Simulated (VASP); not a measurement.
# SiC (P6_3mc) in VASP: single point with PBEsol

Aim: the single point of SiC with PBEsol.

Program: VASP 6.6.1. These are calculated values, not measurements. Logs are shortened: lines on timing, memory, paths and dates and some standing lists are left out, and cuts for length are marked.

## (1) The cell of the first run

The structure is hexagonal, space group P6_3mc (No. 186). The conventional cell has a = 3.078 Å, b = 3.078 Å, c = 10.076 Å, α = 90.00°, β = 90.00°, γ = 120.00°. Si (site symmetry 3m) has 4 C at 1.89 Å within 2.5 Å. Within 2.5 Å of Si (site symmetry 3m) lie 4 C at 1.88 to 1.89 Å. Within 2.5 Å of C (site symmetry 3m) lie 4 Si at 1.88 to 1.89 Å. C (site symmetry 3m) has 4 Si at 1.89 Å within 2.5 Å.

## (2) Single point, PBEsol

INCAR reads:

```
SYSTEM = SiC
  PREC = Accurate
  ENCUT = 520
  EDIFF = 1E-7
  ISMEAR = 0
  SIGMA = 0.02
  LREAL = .False.
  LASPH = .True.
  NELM = 60
  ALGO = Normal
  ISIF = 2
  LWAVE = .False.
  LCHARG = .True.
  GGA = PS
  LELF = .True.
  LVHAR = .True.
  NBANDS = 26
```

KPOINTS reads:

```
Automatic mesh
0
Gamma
  6 6 2
  0 0 0
```

POSCAR reads:

```
SiC
1.0
    3.0780369099      0.0000000000      0.0000000000
   -1.5390184549      2.6656581578      0.0000000000
    0.0000000000      0.0000000000     10.0756977292
Si C
4 4
Direct
    0.6666666667      0.3333333333      0.9378298158
    0.3333333333      0.6666666667      0.4378298158
    0.0000000000      0.0000000000      0.6878977750
    0.0000000000      0.0000000000      0.1878977750
    0.6666666667      0.3333333333      0.7498180123
    0.3333333333      0.6666666667      0.2498180123
    0.0000000000      0.0000000000      0.5004533969
    0.0000000000      0.0000000000      0.0004533969
```

Potentials or basis: VASP PAW PBE potentials, release 64 (Si, C).

Started as:

```console
$ cat potpaw_PBE.64/Si/POTCAR potpaw_PBE.64/C/POTCAR > POTCAR
$ mpirun -np 1 vasp_std > vasp.out
```

OUTCAR:

```text
SYSTEM = SiC
   PREC = Accurate
   ENCUT = 520
   EDIFF = 1E-7
   ISMEAR = 0
   LREAL = .False.
   LASPH = .True.
   NELM = 60
   ISIF = 2
   GGA = PS

 ion  position               nearest neighbor table
   1  0.667  0.333  0.938-   8 1.89   8 1.89   8 1.89   5 1.89   3 3.08   3 3.08   3 3.08   4 3.08
                             4 3.08   4 3.08
   2  0.333  0.667  0.438-   7 1.89   7 1.89   7 1.89   6 1.89   4 3.08   4 3.08   4 3.08   3 3.08
                             3 3.08   3 3.08
   3  0.000  0.000  0.688-   5 1.88   5 1.88   5 1.88   7 1.89   1 3.08   1 3.08   1 3.08   2 3.08
                             2 3.08   2 3.08
   4  0.000  0.000  0.188-   6 1.88   6 1.88   6 1.88   8 1.89   2 3.08   2 3.08   2 3.08   1 3.08
                             1 3.08   1 3.08
   5  0.667  0.333  0.750-   3 1.88   3 1.88   3 1.88   1 1.89
   6  0.333  0.667  0.250-   4 1.88   4 1.88   4 1.88   2 1.89
   7  0.000  0.000  0.500-   2 1.89   2 1.89   2 1.89   3 1.89
   8  0.000  0.000  0.000-   1 1.89   1 1.89   1 1.89   4 1.89

  LATTYP: Found a hexagonal cell.
 ALAT       =     3.0780369099
 C/A-ratio  =     3.2734167991

  Lattice vectors:

 A1 = (   3.0780369099,   0.0000000000,   0.0000000000)
 A2 = (  -1.5390184549,   2.6656581578,   0.0000000000)
 A3 = (   0.0000000000,   0.0000000000,  10.0756977292)

Analysis of symmetry for initial positions (statically):
=====================================================================
 Subroutine PRICEL returns:
 Original cell was already a primitive cell.

 Routine SETGRP: Setting up the symmetry group for a
 hexagonal supercell.

 Subroutine GETGRP returns: Found 12 space group operations
 (whereof  6 operations were pure point group operations)
 out of a pool of 24 trial point group operations.

The static configuration has the point symmetry C_3v.
 The point group associated with its full space group is C_6v.

Analysis of symmetry for dynamics (positions and initial velocities):
=====================================================================
 Subroutine PRICEL returns:
 Original cell was already a primitive cell.

 Routine SETGRP: Setting up the symmetry group for a
 hexagonal supercell.

 Subroutine GETGRP returns: Found 12 space group operations
 (whereof  6 operations were pure point group operations)
 out of a pool of 24 trial point group operations.

The dynamic configuration has the point symmetry C_3v.
 The point group associated with its full space group is C_6v.

 Subroutine INISYM returns: Found 12 space group operations
 (whereof  6 operations are pure point group operations),
 and found     1 'primitive' translations

----------------------------------------------------------------------------------------

                                     Primitive cell

  volume of cell :      82.6710

  direct lattice vectors                    reciprocal lattice vectors
     3.078036910  0.000000000  0.000000000     0.324882394  0.187570938  0.000000000
    -1.539018455  2.665658158  0.000000000     0.000000000  0.375141875  0.000000000
     0.000000000  0.000000000 10.075697729     0.000000000  0.000000000  0.099248710

  length of vectors
     3.078036910  3.078036910 10.075697729     0.375141875  0.375141875  0.099248710

  position of ions in fractional coordinates (direct lattice)
     0.666666667  0.333333333  0.937829816
     0.333333333  0.666666667  0.437829816
     0.000000000  0.000000000  0.687897775
     0.000000000  0.000000000  0.187897775
     0.666666667  0.333333333  0.749818012
     0.333333333  0.666666667  0.249818012
     0.000000000  0.000000000  0.500453397
     0.000000000  0.000000000  0.000453397

  ion indices of the primitive-cell ions
   primitive index   ion index
                 1           1
                 2           2
                 3           3
                 4           4
                 5           5
                 6           6
                 7           7
                 8           8

----------------------------------------------------------------------------------------

 KPOINTS: Automatic mesh

Automatic generation of k-mesh.
 Grid dimensions read from file:
 generate k-points for:    6    6    2

 Generating k-lattice:

  Cartesian coordinates                     Fractional coordinates (reciprocal lattice)
     0.054147066  0.031261823  0.000000000     0.166666667  0.000000000  0.000000000
     0.000000000  0.062523646  0.000000000     0.000000000  0.166666667  0.000000000
     0.000000000  0.000000000  0.049624355     0.000000000  0.000000000  0.500000000

  Length of vectors
     0.062523646  0.062523646  0.049624355

  Shift w.r.t. Gamma in fractional coordinates (k-lattice)
     0.000000000  0.000000000  0.000000000

 Subroutine IBZKPT returns following result:
 ===========================================

 Found     14 irreducible k-points:

 Following reciprocal coordinates:
            Coordinates               Weight
  0.000000  0.000000  0.000000      1.000000
  0.166667  0.000000  0.000000      6.000000
  0.333333  0.000000  0.000000      6.000000
  0.500000 -0.000000  0.000000      3.000000
  0.166667  0.166667  0.000000      6.000000
  0.333333  0.166667  0.000000     12.000000
  0.333333  0.333333  0.000000      2.000000
  0.000000  0.000000  0.500000      1.000000
  0.166667  0.000000  0.500000      6.000000
  0.333333  0.000000  0.500000      6.000000
  0.500000 -0.000000  0.500000      3.000000
  0.166667  0.166667  0.500000      6.000000
  0.333333  0.166667  0.500000     12.000000
  0.333333  0.333333  0.500000      2.000000
   k-points           NKPTS =     14   k-points in BZ     NKDIM =     14   number of bands    NBANDS=     26
   number of dos      NEDOS =    301   number of ions     NIONS =      8
   total plane-waves  NPLWV =  46080
   dimension x,y,z NGX =    24 NGY =   24 NGZ =   80
   dimension x,y,z NGXF=    48 NGYF=   48 NGZF=  160
   ions per type =               4   4
   NGX,Y,Z   is equivalent  to a cutoff of  12.96, 12.96, 13.20 a.u.
   NGXF,Y,Z  is equivalent  to a cutoff of  25.92, 25.92, 26.40 a.u.
 SYSTEM =  SiC
   PREC   = accura    normal or accurate (medium, high low for compatibility)
   ISTART =      0    job   : 0-new  1-cont  2-samecut
   ICHARG =      2    charge: 1-file 2-atom 10-const
   ISPIN  =      1    spin polarized calculation?
   LNONCOLLINEAR =      F non collinear calculations
   LSORBIT =      F    spin-orbit coupling
   LASPH  =      T    aspherical Exc in radial PAW
   ENCUT  =  520.0 eV  38.22 Ry    6.18 a.u.   5.72  5.72 18.73*2*pi/ulx,y,z
   NELM   =     60;   NELMIN=  2; NELMDL= -5     # of ELM steps
   EDIFF  = 0.1E-06   stopping-criterion for ELM
   LREAL  =      F    real-space projection
   EDIFFG = 0.1E-05   stopping-criterion for IOM
   NSW    =      0    number of steps for IOM
   IBRION =     -1    ionic relax: 0-MD 1-quasi-New 2-CG
   NFREE  =      0    steps in history (QN), initial steepest desc. (CG)
   ISIF   =      2    stress and relaxation
   ISYM   =      2    0-nonsym 1-usesym 2-fastsym
   POTIM  = 0.5000    time-step for ionic-motion
   TEBEG  =    0.0;   TEEND  =   0.0 temperature during run
   PSTRESS=    0.0 pullay stress
   NELECT =      32.0000    total number of electrons
   NUPDOWN=      -1.0000    fix difference up-down
   EMIN   =  10.00;   EMAX   =-10.00  energy-range for DOS
   EFERMI =   0.00;   METHOD = LEGACY
   ISMEAR =     0;   SIGMA  =   0.02  broadening in eV -4-tet -1-fermi 0-gaus
   EFERMI_NEDOS =   21; number of points for ismear=-14 and -15
   IALGO  =     38    algorithm
   IMIX   =      4    mixing-type and parameters
     AMIX     =   0.40;   BMIX     =  1.00
     AMIX_MAG =   1.60;   BMIX_MAG =  1.00
  volume/ion in A,a.u.               =      10.33        69.74
  Fermi-wavevector in a.u.,A,eV,Ry     =   1.193091  2.254616 19.367443  1.423467
  Thomas-Fermi vector in A             =   2.329114
   LORBIT       =      0    0 simple, 1 ext, 2 COOP (PROOUT), +10 PAW based schemes
   GGA     = PS    functional components
   LHFCALC =     F    Hartree Fock is set to
   AEXX    =    0.0000 exact exchange contribution
   IVDW    =     0    specifies the selected vdW correction
   LEPSILON=     F    determine dielectric tensor
   LRPA    =     F    only Hartree local field effects (RPA)
 non-spin polarized calculation
 Gauss-broadening in eV      SIGMA  =   0.02
  energy-cutoff  :      520.00
  volume of cell :       82.67
 maximum number of plane-waves:      2256
 NGX is ok and might be reduce to    24
   NGX = 11   NGY = 11   NGZ = 37

 number of electron      32.0000001 magnetization

 Free energy of the ion-electron system (eV)
  ---------------------------------------------------
  ext. energy  EPLUGINS =         0.00000000
  ---------------------------------------------------
  free energy    TOTEN  =       -63.64772559 eV

  energy without entropy =      -63.64772559  energy(sigma->0) =      -63.64772559

 E-fermi :   8.2620     XC(G=0): -11.5061

 val. band max:        8.1411220009   @ k =   0.0000   0.0000   0.0000
 cond. band min:      10.2468188124   @ k =   0.5000  -0.0000   0.0000
 fundamental gap:      2.1056968115
 Fermi energy:         8.2620338402

 k-point     1 :       0.0000    0.0000    0.0000
  band No.  band energies     occupation
      1      -7.3715      2.00000
      2      -6.1871      2.00000
      3      -6.1510      2.00000
      4      -3.7618      2.00000
      5      -0.5422      2.00000
      6       3.7343      2.00000
[... 18 lines left out ...]
     25      15.4712      0.00000
     26      16.1209      0.00000

 k-point     2 :       0.1667    0.0000    0.0000
  band No.  band energies     occupation
      1      -6.8896      2.00000
      2      -5.7220      2.00000
      3      -5.6834      2.00000
      4      -3.3606      2.00000
      5      -0.1038      2.00000
      6       3.7580      2.00000
[... 18 lines left out ...]
     25      16.1031      0.00000
[... 318 lines left out ...]
     25      16.8230      0.00000
     26      16.8230      0.00000

 k-point    14 :       0.3333    0.3333    0.5000
  band No.  band energies     occupation
      1      -2.7230      2.00000
      2      -2.7230      2.00000
      3      -2.6463      2.00000
      4      -2.6463      2.00000
      5       0.7311      2.00000
      6       0.7311      2.00000
[... 18 lines left out ...]
     25      18.3573      0.00000
     26      18.3711      0.00000

------------------------ aborting loop because EDIFF is reached ----------------------------------------

  FORCE on cell =-STRESS in cart. coord.  units (eV):
  Direction    XX          YY          ZZ          XY          YZ          ZX
  --------------------------------------------------------------------------------------
  -------------------------------------------------------------------------------------
  Total        0.2102132      0.2102132      0.1576731      0.0000000     -0.0000000      0.0000000
  in kB        4.0739646      4.0739646      3.0557286      0.0000000     -0.0000000      0.0000000
  external PRESSURE =       3.7345526 kB  Pullay stress =       0.0000000 kB

 VOLUME and BASIS-vectors are now :
 -----------------------------------------------------------------------------
  energy-cutoff  :      520.00
  volume of cell :       82.67
      direct lattice vectors                 reciprocal lattice vectors
     3.078036910  0.000000000  0.000000000     0.324882394  0.187570938  0.000000000
    -1.539018455  2.665658158  0.000000000     0.000000000  0.375141875  0.000000000
     0.000000000  0.000000000 10.075697729     0.000000000  0.000000000  0.099248710

 POSITION                                       TOTAL-FORCE (eV/Angst)
 -----------------------------------------------------------------------------------
      1.53902      0.88855      9.44929        -0.000000      0.000000      0.010108
     -0.00000      1.77711      4.41144         0.000000     -0.000000      0.010108
      0.00000      0.00000      6.93105         0.000000      0.000000      0.007501
      0.00000      0.00000      1.89320        -0.000000     -0.000000      0.007501
      1.53902      0.88855      7.55494        -0.000000      0.000000     -0.011558
     -0.00000      1.77711      2.51709         0.000000     -0.000000     -0.011558
      0.00000      0.00000      5.04242         0.000000     -0.000000     -0.006050
      0.00000      0.00000      0.00457        -0.000000      0.000000     -0.006050
 -----------------------------------------------------------------------------------
    total drift:                               -0.000000     -0.000000      0.000071

  FREE ENERGIE OF THE ION-ELECTRON SYSTEM (eV)
  ---------------------------------------------------
  free  energy   TOTEN  =       -63.6477255863 eV

  energy  without entropy=      -63.6477255863  energy(sigma->0) =      -63.64772559
```

Wall time 28 s (1 thread of Intel Xeon 6975P-C, shared host); peak memory 0.2 GiB.

Results:

```
Free energy            : -63.6477 eV
Pressure               : 0.4 GPa
Largest force          : 0.012 eV/Å
Band gap on the k mesh : 2.11 eV, indirect (least direct gap 3.23 eV)
```

Forces in eV/Å, atoms in the order of the input:
```
Si   0.000  0.000  0.010
Si   0.000  0.000  0.010
Si   0.000  0.000  0.008
Si   0.000  0.000  0.008
C    0.000  0.000 -0.012
C    0.000  0.000 -0.012
C    0.000  0.000 -0.006
C    0.000  0.000 -0.006
```

Stress tensor (GPa, compression positive):
```
0.41 0.00 0.00
0.00 0.41 0.00
0.00 0.00 0.31
```

Levels at points of the mesh, in eV from the valence-band top:
```tsv
k point	band 14	band 15	band 16	band 17	band 18	band 19
(0.00, 0.00, 0.00)	-0.05	0.00	0.00	5.03	5.61	6.25
(0.50, 0.00, 0.00)	-2.23	-1.59	-1.13	2.11	2.23	4.11
(0.00, 0.00, 0.50)	-0.21	-0.21	-0.21	5.24	5.24	6.70
(0.50, 0.00, 0.50)	-2.53	-1.56	-1.56	2.52	2.52	4.10
```

Caveat: the PAW data sets were made with another functional, which shifts forces and pressure a little.
